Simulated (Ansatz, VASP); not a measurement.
# One calculation of Al5As, two programs

```
CELL_PARAMETERS angstrom
7.79842 0.00000 0.00000
0.00000 7.79842 0.00000
0.00000 0.00000 2.65112
ATOMIC_POSITIONS crystal
Al 0.17007 0.50000 0.00000
Al 0.82993 0.50000 0.00000
Al 0.50000 0.17007 0.00000
Al 0.50000 0.82993 0.00000
Al 0.00000 0.00000 0.50000
As 0.50000 0.50000 0.00000
```

Alike in both runs: functional PBE; k mesh 4 × 4 × 6; occupations gaussian, width 0.1 eV; no spin polarisation.

Ansatz relaxed the structure, and its values are those at the end. VASP's run is a single point on that final structure, the one shown.

|  | VASP | Ansatz |
| --- | --- | --- |
| version | VASP 6.6.1 | Ansatz 0.2.0 |
| potentials or method | VASP PAW PBE potentials, release 64 (Al, As), cutoff 520 eV | scalar-relativistic, plane waves, PAW |
| valence electrons in the cell | 20 | 30 |

Ansatz gave:

```
gap on the k mesh at the Fermi level (eV) : none
pressure (GPa)                            : 0.0
```

What did VASP give for the same quantities?

gap on the k mesh at the Fermi level (eV): none; pressure (GPa): 0.1.

A gap of «none» marks a metal or a gap that the smearing closes. The functional is the same, so the differences come from potentials, cutoffs and numerics. VASP's potentials hold 20 valence electrons a cell and Ansatz's 30, so a difference there can come from the potentials and not from the codes.

The k mesh is coarse, so the values compare programs but aren't converged.
